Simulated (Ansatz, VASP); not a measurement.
Hf2B2O in VASP and in Ansatz

```
Hf B O
1.0
     3.46116   -3.17180   -0.00546
     3.46116    3.17180   -0.00546
    -1.48658    0.00000    2.86116
Hf B O
2 2 1
Direct
  0.77018 0.22982 0.50000
  0.22982 0.77018 0.50000
  0.63350 0.63350 0.13379
  0.36650 0.36650 0.86621
  0.00000 0.00000 0.00000
```

Alike in both runs: functional PBE; k mesh 8 × 8 × 14; occupations gaussian, width 0.1 eV; no spin polarisation.

Ansatz relaxed the structure, and its values are those at the end. VASP's run is a single point on that final structure, the one shown.

```csv
,VASP,Ansatz
version,VASP 6.6.1,Ansatz 0.2.0
potentials or method,"VASP PAW PBE potentials, release 64 (Hf_pv, B, O), cutoff 520 eV","scalar-relativistic, plane waves, PAW"
valence electrons in the cell,32,64
```

|  | VASP | Ansatz | Ansatz less VASP |
| --- | --- | --- | --- |
| gap on the k mesh at the Fermi level (eV) | none | none | - |
| pressure (GPa) | -1.1 | 0.0 | +1.14 |
| rms of the force components (eV/Å) | 0.039 | 0.001 | -0.0380 |

A gap of «none» marks a metal or a gap that the smearing closes. VASP's potentials hold 32 valence electrons a cell and Ansatz's 64, so a difference there can come from the potentials and not from the codes.

Spin-orbit coupling is off throughout.
